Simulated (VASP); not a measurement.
Write the native input for VASP 6.6.1 that does the following.

| Item | Value |
| --- | --- |
| Task | relaxation of cell and atoms |
| Functional | PBE |
| Potentials or basis | VASP PAW PBE potentials, release 64 (Sr_sv, Al, V_sv, O) |
| Cutoff | 600 eV |
| k mesh | 4 × 4 × 4 |
| Occupations | gaussian, width 0.1 eV |
| Spin | collinear spin, ferromagnetic start |
| Starting moments | [0.0, 0.0, 2.0, 0.0, 0.0, 0.0, 0.0] μB |
| Dipole correction | no |
| Further INCAR settings | ALGO = Normal; EDIFF = 1e-06; IBRION = 2; EDIFFG = -0.04; NSW = 90; ISIF = 3 |

The structure of SrAlVO4 lies in POSCAR:

```
SrAlVO4
1.0
    0.0000000000      4.2441491200      4.2441491200
    4.2441491200      0.0000000000      4.2441491200
    4.2441491200      4.2441491200      0.0000000000
Sr Al V O
1 1 1 4
Direct
    0.0000000000      0.0000000000      0.0000000000
    0.2500000000      0.2500000000      0.2500000000
    0.5000000000      0.5000000000      0.5000000000
    0.3644420800      0.9066737600      0.3644420800
    0.3644420800      0.3644420800      0.3644420800
    0.9066737600      0.3644420800      0.3644420800
    0.3644420800      0.3644420800      0.9066737600
```

The cell was built from a structure type or drawn by symmetry, and may not be a known phase.

The input as run:

INCAR

```
SYSTEM = SrAlVO4
PREC = Accurate
ENCUT = 600
EDIFF = 1E-6
ISMEAR = 0
SIGMA = 0.1
LREAL = .FALSE.
LASPH = .TRUE.
NELM = 150
ALGO = Normal
ISIF = 3
LWAVE = .FALSE.
LCHARG = .FALSE.
ISPIN = 2
MAGMOM = 0 0 2 0 0 0 0
LORBIT = 11
LMAXMIX = 4
GGA = PE
IBRION = 2
NSW = 90
EDIFFG = -0.04
```

KPOINTS

```
Automatic mesh
0
G
  4 4 4
  0 0 0
```

Potentials or basis: VASP PAW PBE potentials, release 64 (Sr_sv, Al, V_sv, O).

Run with:

```bash
$ cat potpaw_PBE.64/Sr_sv/POTCAR potpaw_PBE.64/Al/POTCAR potpaw_PBE.64/V_sv/POTCAR potpaw_PBE.64/O/POTCAR > POTCAR
$ mpirun -np 1 vasp_std > vasp.out
```

Results of the run:

```json
{
 "Relaxed volume": "19.73 Å³/atom",
 "Relaxed cell": "a = 5.802 Å, b = 5.802 Å, c = 5.802 Å, α = 60.00°, β = 60.00°, γ = 60.00°",
 "Space group after relaxing (to 0.1 Å)": "F-43m (No. 216)",
 "Energy gained by relaxing": "168.1 meV/atom",
 "Ionic steps": "8",
 "Pressure after relaxing": "0.0 GPa",
 "Net moment": "1.55 μB per cell",
 "Site moments": "Sr +0.01; Al +0.00; V +1.39; O -0.00 μB",
 "Valence electrons inside the program's atomic spheres": "Sr 7.80; Al 0.84; V 11.74; O 5.08"
}
```

It took 7.2 min on 1 thread of Intel(R) Xeon(R) 6975P-C (Granite Rapids), with other jobs on the host, peak memory 0.47 GiB.
